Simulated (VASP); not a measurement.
Write the native input for VASP 6.6.1 that does the following.

- Task: single point
- Functional: LDA
- Potentials or basis: VASP PAW LDA potentials, release 64 (Ta_pv, Co)
- Cutoff: 520 eV
- k mesh: 9 × 9 × 9
- Occupations: fermi-dirac, width 0.08 eV
- Spin: collinear spin, ferromagnetic start
- Starting moments: [0.0, 0.4, 0.4, 0.4] μB
- Fixed moment: 1.2 μB
- Dipole correction: no
- Further INCAR settings: ALGO = Normal; EDIFF = 1e-06; NBANDS = 31

The structure of TaCo3 lies in POSCAR:

```
TaCo3
1.0
    3.6700000000      0.0000000000      0.0000000000
    0.0000000000      3.6700000000      0.0000000000
    0.0000000000      0.0000000000      3.6700000000
Ta Co
1 3
Direct
    0.0000000000      0.0000000000      0.0000000000
    0.0000000000      0.5000000000      0.5000000000
    0.5000000000      0.0000000000      0.5000000000
    0.5000000000      0.5000000000      0.0000000000
```

One way to write it, as run:

INCAR

```
ALGO = Normal
EDIFF = 1E-6
ENCUT = 520
GGA = CA
ISIF = 2
ISMEAR = -1
ISPIN = 2
LASPH = T
LCHARG = F
LMAXMIX = 4
LORBIT = 11
LREAL = F
LWAVE = F
MAGMOM = 0 0.4 0.4 0.4
NBANDS = 31
NELM = 150
NUPDOWN = 1.2
PREC = Accurate
SIGMA = 0.08
```

KPOINTS

```
k-points
0
Gamma
  9 9 9
```

Potentials or basis: VASP PAW LDA potentials, release 64 (Ta_pv, Co).

The run is started by

```console
$ cat potpaw_LDA.64/Ta_pv/POTCAR potpaw_LDA.64/Co/POTCAR > POTCAR
$ mpirun -np 1 vasp_std > vasp.out
```

Results of the run:

```json
{
 "Pressure": "-21.0 GPa",
 "Net moment": "1.20 μB per cell",
 "Site moments": "Ta -0.13; Co +0.46 μB",
 "Valence electrons inside the program's atomic spheres": "Ta 8.91; Co 8.36"
}
```

Caveat: the total moment is fixed, so each spin has its own Fermi level.

Wall time 83 s on 1 thread of Intel(R) Xeon(R) Platinum 8259CL CPU @ 2.50GHz (Skylake/Cascade Lake) (shared host), peak memory 0.2 GiB.
